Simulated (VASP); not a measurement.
# In (I4/mmm) in VASP: notebook

Runs on In. Level: PBE. Tasks: single point.

Everything below comes from runs of VASP 6.6.1. Logs are shortened: lines on timing, memory, paths and dates and some standing lists are left out, and cuts for length are marked.

## 1. The cell of the first run

Symmetry: I4/mmm, No. 139, tetragonal system. Conventional cell: a = 3.301 Å, b = 3.301 Å, c = 5.022 Å, α = 90.00°, β = 90.00°, γ = 90.00°. Within 4.3 Å of In (site symmetry 4/mmm) lie 12 In at 3.30 to 3.43 Å.

## 2. Single point, PBE (strain +0.015 along x and y, +0.015 along z)

Contents of INCAR:

```
ALGO     = Fast           # electronic algorithm
EDIFF    = 1E-6           # SCF threshold, eV
ENCUT    = 520            # plane-wave cutoff, eV
GGA      = PE             # functional
ISIF     = 2              # what is computed and relaxed
ISMEAR   = 0              # smearing method
LASPH    = True           # aspherical terms in the spheres
LCHARG   = False          # write CHGCAR
LREAL    = False          # projectors in reciprocal space
LWAVE    = False          # write WAVECAR
NBANDS   = 12             # bands
NELM     = 100            # most SCF steps
PREC     = Accurate       # precision mode
SIGMA    = 0.15           # smearing width, eV
```

Contents of KPOINTS:

```
k-points
0
Gamma
  20 20 20
```

Contents of POSCAR:

```
In
1.0
   -1.6505422500      1.6505422500      2.5110592500
    1.6505422500     -1.6505422500      2.5110592500
    1.6505422500      1.6505422500     -2.5110592500
In
1
Direct
    0.0000000000      0.0000000000      0.0000000000
```

Potentials or basis: VASP PAW PBE potentials, release 64 (In_d).

Started as:

```
$ cat potpaw_PBE.64/In_d/POTCAR > POTCAR
$ mpirun -np 1 vasp_std > vasp.out
```

OUTCAR:

```text
EDIFF = 1E-6
   ENCUT = 520
   GGA = PE
   ISIF = 2
   ISMEAR = 0
   LASPH = True
   LREAL = False
   NELM = 100
   PREC = Accurate

 ion  position               nearest neighbor table
   1  0.000  0.000  0.000-

  LATTYP: Found a body centered tetragonal cell.
 ALAT       =     3.3010845000
 C/A-ratio  =     1.5213541186

  Lattice vectors:

 A1 = (  -1.6505422500,   1.6505422500,   2.5110592500)
 A2 = (   1.6505422500,  -1.6505422500,   2.5110592500)
 A3 = (   1.6505422500,   1.6505422500,  -2.5110592500)

Analysis of symmetry for initial positions (statically):
=====================================================================
 Subroutine PRICEL returns:
 Original cell was already a primitive cell.

 Routine SETGRP: Setting up the symmetry group for a
 body centered tetragonal supercell.

 Subroutine GETGRP returns: Found 16 space group operations
 (whereof 16 operations were pure point group operations)
 out of a pool of 16 trial point group operations.

The static configuration has the point symmetry D_4h.

Analysis of symmetry for dynamics (positions and initial velocities):
=====================================================================
 Subroutine PRICEL returns:
 Original cell was already a primitive cell.

 Routine SETGRP: Setting up the symmetry group for a
 body centered tetragonal supercell.

 Subroutine GETGRP returns: Found 16 space group operations
 (whereof 16 operations were pure point group operations)
 out of a pool of 16 trial point group operations.

The dynamic configuration has the point symmetry D_4h.

 Subroutine INISYM returns: Found 16 space group operations
 (whereof 16 operations are pure point group operations),
 and found     1 'primitive' translations

----------------------------------------------------------------------------------------

                                     Primitive cell

  volume of cell :      27.3634

  direct lattice vectors                    reciprocal lattice vectors
    -1.650542250  1.650542250  2.511059250     0.000000000  0.302930749  0.199119157
     1.650542250 -1.650542250  2.511059250     0.302930749  0.000000000  0.199119157
     1.650542250  1.650542250 -2.511059250     0.302930749  0.302930749  0.000000000

  length of vectors
     3.428410418  3.428410418  3.428410418     0.362512727  0.362512727  0.428408774

  position of ions in fractional coordinates (direct lattice)
     0.000000000  0.000000000  0.000000000

  ion indices of the primitive-cell ions
   primitive index   ion index
[... 77 lines left out ...]
   IBRION =     -1    ionic relax: 0-MD 1-quasi-New 2-CG
   NFREE  =      0    steps in history (QN), initial steepest desc. (CG)
   ISIF   =      2    stress and relaxation
   ISYM   =      2    0-nonsym 1-usesym 2-fastsym
   POTIM  = 0.5000    time-step for ionic-motion
   TEBEG  =    0.0;   TEEND  =   0.0 temperature during run
   PSTRESS=    0.0 pullay stress
   NELECT =      13.0000    total number of electrons
   NUPDOWN=      -1.0000    fix difference up-down
   EMIN   =  10.00;   EMAX   =-10.00  energy-range for DOS
   EFERMI =   0.00;   METHOD = LEGACY
   ISMEAR =     0;   SIGMA  =   0.15  broadening in eV -4-tet -1-fermi 0-gaus
   EFERMI_NEDOS =   21; number of points for ismear=-14 and -15
   IALGO  =     68    algorithm
   IMIX   =      4    mixing-type and parameters
     AMIX     =   0.40;   BMIX     =  1.00
     AMIX_MAG =   1.60;   BMIX_MAG =  1.00
  volume/ion in A,a.u.               =      27.36       184.66
  Fermi-wavevector in a.u.,A,eV,Ry     =   1.277417  2.413967 22.201892  1.631793
  Thomas-Fermi vector in A             =   2.410017
   LORBIT       =      0    0 simple, 1 ext, 2 COOP (PROOUT), +10 PAW based schemes
   GGA     = PE    functional components
   LHFCALC =     F    Hartree Fock is set to
   AEXX    =    0.0000 exact exchange contribution
   IVDW    =     0    specifies the selected vdW correction
   LEPSILON=     F    determine dielectric tensor
   LRPA    =     F    only Hartree local field effects (RPA)
 non-spin polarized calculation
 RMM-DIIS sequential band-by-band and
 Gauss-broadening in eV      SIGMA  =   0.15
  energy-cutoff  :      520.00
  volume of cell :       27.36
 maximum number of plane-waves:       753
 NGX is ok and might be reduce to    28
   NGX = 13   NGY = 13   NGZ = 13

 number of electron      12.9999997 magnetization

 Free energy of the ion-electron system (eV)
  ---------------------------------------------------
  ext. energy  EPLUGINS =         0.00000000
  ---------------------------------------------------
  free energy    TOTEN  =        -2.56224064 eV

  energy without entropy =       -2.55703436  energy(sigma->0) =       -2.55963750

 E-fermi :   7.0222     XC(G=0): -10.0413

 val. band max:        7.0151389381   @ k =  -0.3500   0.4500   0.1000
 cond. band min:       7.0250437220   @ k =   0.3000   0.1000   0.0500
 fundamental gap:      0.0099047839
 Fermi energy:         7.0221540779

 k-point     1 :       0.0000    0.0000    0.0000
  band No.  band energies     occupation
      1      -7.6309      2.00000
      2      -7.5378      2.00000
      3      -7.5378      2.00000
      4      -7.4671      2.00000
      5      -7.3740      2.00000
      6      -2.2165      2.00000
      7      17.1637      0.00000
      8      17.1637      0.00000
      9      17.3133      0.00000
     10      18.5038      0.00000
     11      20.5961      0.00000
     12      20.7445      0.00000
[... 331 lines left out ...]
 k-point    24 :      -0.3500    0.0500   -0.0000
  band No.  band energies     occupation
      1      -7.6012      2.00000
      2      -7.5764      2.00000
      3      -7.5057      2.00000
      4      -7.3559      2.00000
      5      -7.3196      2.00000
      6       0.2528      2.00000
      7       7.5675      0.00000
      8      14.3780      0.00000
      9      15.8446      0.00000
     10      17.9658      0.00000
     11      19.1616      0.00000
     12      20.3637      0.00000

 [... further k-points ...]
[... 5 lines left out ...]
  --------------------------------------------------------------------------------------
  -------------------------------------------------------------------------------------
  Total        0.0420617      0.0420617     -0.0093054      0.0000000     -0.0000000      0.0000000
  in kB        2.4627885      2.4627885     -0.5448485      0.0000000     -0.0000000      0.0000000
  external PRESSURE =       1.4602428 kB  Pullay stress =       0.0000000 kB

 VOLUME and BASIS-vectors are now :
 -----------------------------------------------------------------------------
  energy-cutoff  :      520.00
  volume of cell :       27.36
      direct lattice vectors                 reciprocal lattice vectors
    -1.650542250  1.650542250  2.511059250     0.000000000  0.302930749  0.199119157
     1.650542250 -1.650542250  2.511059250     0.302930749  0.000000000  0.199119157
     1.650542250  1.650542250 -2.511059250     0.302930749  0.302930749  0.000000000

 POSITION                                       TOTAL-FORCE (eV/Angst)
 -----------------------------------------------------------------------------------
      0.00000      0.00000      0.00000         0.000000     -0.000000     -0.000000
 -----------------------------------------------------------------------------------
    total drift:                                0.000000      0.000000      0.000000

  FREE ENERGIE OF THE ION-ELECTRON SYSTEM (eV)
  ---------------------------------------------------
  free  energy   TOTEN  =        -2.5622406444 eV

  energy  without entropy=       -2.5570343589  energy(sigma->0) =       -2.55963750
```

Wall time 2.5 min (1 thread of AMD EPYC 9R45 (Zen 5), shared host); peak memory 0.28 GiB.

Results:

* Free energy: -2.5622 eV
* Pressure: 0.1 GPa

Caveat: the cell differs from its parent crystal (strain +0.015 along x and y, +0.015 along z); spin-orbit coupling is left out, which moves the levels of the heavy elements.

## 3. Single point, PBE (strain +0.030 along x and y, +0.000 along z)

Contents of INCAR:

```
ALGO = Fast
EDIFF = 1E-6
ENCUT = 520
GGA = PE
ISIF = 2
ISMEAR = 0
LASPH = True
LCHARG = False
LREAL = False
LWAVE = False
NBANDS = 12
NELM = 80
PREC = Accurate
SIGMA = 0.15
```

KPOINTS is that of step 2.

Contents of POSCAR:

```
In
1.0
   -1.6749345000      1.6749345000      2.4739500000
    1.6749345000     -1.6749345000      2.4739500000
    1.6749345000      1.6749345000     -2.4739500000
In
1
Direct
    0.0000000000      0.0000000000      0.0000000000
```

Potentials or basis: VASP PAW PBE potentials, release 64 (In_d).

Started as:

```
$ cat potpaw_PBE.64/In_d/POTCAR > POTCAR
$ mpirun -np 1 vasp_std > vasp.out
```

OUTCAR:

```text
EDIFF = 1E-6
   ENCUT = 520
   GGA = PE
   ISIF = 2
   ISMEAR = 0
   LASPH = True
   LREAL = False
   NELM = 80
   PREC = Accurate

 ion  position               nearest neighbor table
   1  0.000  0.000  0.000-

  LATTYP: Found a body centered tetragonal cell.
 ALAT       =     3.3498690000
 C/A-ratio  =     1.4770428336

  Lattice vectors:

 A1 = (  -1.6749345000,   1.6749345000,   2.4739500000)
 A2 = (   1.6749345000,  -1.6749345000,   2.4739500000)
 A3 = (   1.6749345000,   1.6749345000,  -2.4739500000)

Analysis of symmetry for initial positions (statically):
=====================================================================
 Subroutine PRICEL returns:
 Original cell was already a primitive cell.

 Routine SETGRP: Setting up the symmetry group for a
 body centered tetragonal supercell.

 Subroutine GETGRP returns: Found 16 space group operations
 (whereof 16 operations were pure point group operations)
 out of a pool of 16 trial point group operations.

The static configuration has the point symmetry D_4h.

Analysis of symmetry for dynamics (positions and initial velocities):
=====================================================================
 Subroutine PRICEL returns:
 Original cell was already a primitive cell.

 Routine SETGRP: Setting up the symmetry group for a
 body centered tetragonal supercell.

 Subroutine GETGRP returns: Found 16 space group operations
 (whereof 16 operations were pure point group operations)
 out of a pool of 16 trial point group operations.

The dynamic configuration has the point symmetry D_4h.

 Subroutine INISYM returns: Found 16 space group operations
 (whereof 16 operations are pure point group operations),
 and found     1 'primitive' translations

----------------------------------------------------------------------------------------

                                     Primitive cell

  volume of cell :      27.7617
[... 109 lines left out ...]
  Fermi-wavevector in a.u.,A,eV,Ry     =   1.271278  2.402366 21.989014  1.616147
  Thomas-Fermi vector in A             =   2.404219
   LORBIT       =      0    0 simple, 1 ext, 2 COOP (PROOUT), +10 PAW based schemes
   GGA     = PE    functional components
   LHFCALC =     F    Hartree Fock is set to
   AEXX    =    0.0000 exact exchange contribution
   IVDW    =     0    specifies the selected vdW correction
   LEPSILON=     F    determine dielectric tensor
   LRPA    =     F    only Hartree local field effects (RPA)
 non-spin polarized calculation
 RMM-DIIS sequential band-by-band and
 Gauss-broadening in eV      SIGMA  =   0.15
  energy-cutoff  :      520.00
  volume of cell :       27.76
 maximum number of plane-waves:       766
 NGX is ok and might be reduce to    28
   NGX = 13   NGY = 13   NGZ = 13

 number of electron      12.9999997 magnetization

 Free energy of the ion-electron system (eV)
  ---------------------------------------------------
  ext. energy  EPLUGINS =         0.00000000
  ---------------------------------------------------
  free energy    TOTEN  =        -2.56253017 eV

  energy without entropy =       -2.55745657  energy(sigma->0) =       -2.55999337

 E-fermi :   6.8699     XC(G=0):  -9.9745

 val. band max:        6.8639412023   @ k =   0.2500   0.1500   0.1500
 cond. band min:       6.8796233213   @ k =  -0.3500   0.4000   0.3000
 fundamental gap:      0.0156821190
 Fermi energy:         6.8698996486

 k-point     1 :       0.0000    0.0000    0.0000
  band No.  band energies     occupation
      1      -7.7470      2.00000
      2      -7.6947      2.00000
      3      -7.6947      2.00000
      4      -7.5941      2.00000
      5      -7.5420      2.00000
      6      -2.2770      2.00000
      7      16.8852      0.00000
      8      16.8852      0.00000
      9      16.9822      0.00000
     10      18.2787      0.00000
     11      20.3285      0.00000
     12      20.4205      0.00000
[... 331 lines left out ...]
 k-point    24 :      -0.3500    0.0500    0.0000
  band No.  band energies     occupation
      1      -7.7418      2.00000
      2      -7.7038      2.00000
      3      -7.6650      2.00000
      4      -7.5066      2.00000
      5      -7.4725      2.00000
      6       0.1480      2.00000
      7       7.4093      0.00000
      8      14.3691      0.00000
      9      15.3993      0.00000
     10      17.5926      0.00000
     11      19.4688      0.00000
     12      19.8613      0.00000

 [... further k-points ...]
[... 5 lines left out ...]
  --------------------------------------------------------------------------------------
  -------------------------------------------------------------------------------------
  Total       -0.0616474     -0.0616474     -0.0508160      0.0000000     -0.0000000      0.0000000
  in kB       -3.5577769     -3.5577769     -2.9326800      0.0000000     -0.0000000      0.0000000
  external PRESSURE =      -3.3494113 kB  Pullay stress =       0.0000000 kB

 VOLUME and BASIS-vectors are now :
 -----------------------------------------------------------------------------
  energy-cutoff  :      520.00
  volume of cell :       27.76
      direct lattice vectors                 reciprocal lattice vectors
    -1.674934500  1.674934500  2.473950000     0.000000000  0.298519136  0.202105944
     1.674934500 -1.674934500  2.473950000     0.298519136  0.000000000  0.202105944
     1.674934500  1.674934500 -2.473950000     0.298519136  0.298519136  0.000000000

 POSITION                                       TOTAL-FORCE (eV/Angst)
 -----------------------------------------------------------------------------------
      0.00000      0.00000      0.00000        -0.000000     -0.000000     -0.000000
 -----------------------------------------------------------------------------------
    total drift:                                0.000000      0.000000      0.000000

  FREE ENERGIE OF THE ION-ELECTRON SYSTEM (eV)
  ---------------------------------------------------
  free  energy   TOTEN  =        -2.5625301716 eV

  energy  without entropy=       -2.5574565746  energy(sigma->0) =       -2.55999337
```

OSZICAR:

```text
N       E                     dE             d eps       ncg     rms          rms(c)
DAV:   1     0.787145293375E+02    0.78715E+02   -0.62920E+03 15612   0.135E+03
DAV:   2     0.135463709856E+01   -0.77360E+02   -0.75350E+02 16104   0.291E+02
DAV:   3    -0.249275246694E+01   -0.38474E+01   -0.38335E+01 18496   0.647E+01
DAV:   4    -0.258171631400E+01   -0.88964E-01   -0.88936E-01 19596   0.994E+00
DAV:   5    -0.258587009913E+01   -0.41538E-02   -0.41537E-02 21328   0.189E+00    0.202E+00
RMM:   6    -0.256616640136E+01    0.19704E-01   -0.26452E-02 18837   0.253E+00    0.108E+00
RMM:   7    -0.256253942384E+01    0.36270E-02   -0.10794E-02 18160   0.133E+00    0.234E-01
RMM:   8    -0.256245234308E+01    0.87081E-04   -0.16632E-03 20367   0.648E-01    0.516E-02
RMM:   9    -0.256251618721E+01   -0.63844E-04   -0.55096E-04 23308   0.257E-01    0.464E-02
RMM:  10    -0.256252351925E+01   -0.73320E-05   -0.15917E-04 21054   0.227E-01    0.602E-03
RMM:  11    -0.256252907726E+01   -0.55580E-05   -0.73082E-05 24964   0.908E-02    0.122E-02
RMM:  12    -0.256253057625E+01   -0.14990E-05   -0.12996E-05 21151   0.435E-02    0.303E-02
RMM:  13    -0.256253017162E+01    0.40463E-06   -0.34280E-06 14937   0.273E-02
   1 F= -.25625302E+01 E0= -.25599934E+01  d E =-.507360E-02
```

Run time: 2.5 min. Hardware: 1 thread of AMD EPYC 9R45 (Zen 5), shared host; peak memory 0.29 GiB.

Results:

| Item | Value |
| --- | --- |
| Free energy | -2.5625 eV |
| Pressure | -0.3 GPa |

Caveat: the cell differs from its parent crystal (strain +0.030 along x and y, +0.000 along z); spin-orbit coupling is left out, which moves the levels of the heavy elements.

## 4. Single point, PBE (strain +0.030 along x and y, +0.015 along z)

Contents of INCAR:

```
PREC     = Accurate       # precision mode
ENCUT    = 520            # plane-wave cutoff, eV
EDIFF    = 1E-6           # SCF threshold, eV
ISMEAR   = 0              # smearing method
SIGMA    = 0.15           # smearing width, eV
LREAL    = False          # projectors in reciprocal space
LASPH    = True           # aspherical terms in the spheres
NELM     = 80             # most SCF steps
ALGO     = Fast           # electronic algorithm
ISIF     = 2              # what is computed and relaxed
LWAVE    = False          # write WAVECAR
LCHARG   = False          # write CHGCAR
GGA      = PE             # functional
NBANDS   = 12             # bands
```

Contents of KPOINTS:

```
Automatic mesh
0
Gamma
  20 20 20
```

Contents of POSCAR:

```
In
1.0
   -1.6749345000      1.6749345000      2.5110592500
    1.6749345000     -1.6749345000      2.5110592500
    1.6749345000      1.6749345000     -2.5110592500
In
1
Direct
    0.0000000000      0.0000000000      0.0000000000
```

Started as:

```
$ cat potpaw_PBE.64/In_d/POTCAR > POTCAR
$ mpirun -np 1 vasp_std > vasp.out
```

It took 2.8 min on 1 thread of AMD EPYC 9R45 (Zen 5), shared host; peak memory 0.29 GiB.

It converged, with:

```
Free energy : -2.5611 eV
Pressure    : -0.8 GPa
```

Stress tensor (GPa, compression positive):
```
-0.80  0.00  0.00
 0.00 -0.80  0.00
 0.00  0.00 -0.90
```

Levels at points of the mesh, in eV from the Fermi level:
```csv
k point,band 4,band 5,band 6,band 7,band 8,band 9
"(0.00, 0.00, 0.00)",-14.46,-14.39,-9.05,9.89,9.89,10.00
"(0.50, 0.00, 0.00)",-14.31,-14.29,-4.27,-3.06,7.29,8.45
"(0.50, 0.50, 0.00)",-14.29,-14.23,-1.91,-1.79,3.48,3.82
"(0.50, 0.50, 0.50)",-14.27,-14.27,-2.85,-2.32,4.40,4.40
```

Caveat: the cell differs from its parent crystal (strain +0.030 along x and y, +0.015 along z); spin-orbit coupling is left out, which moves the levels of the heavy elements.

(Part 1 of 2 ends here.)
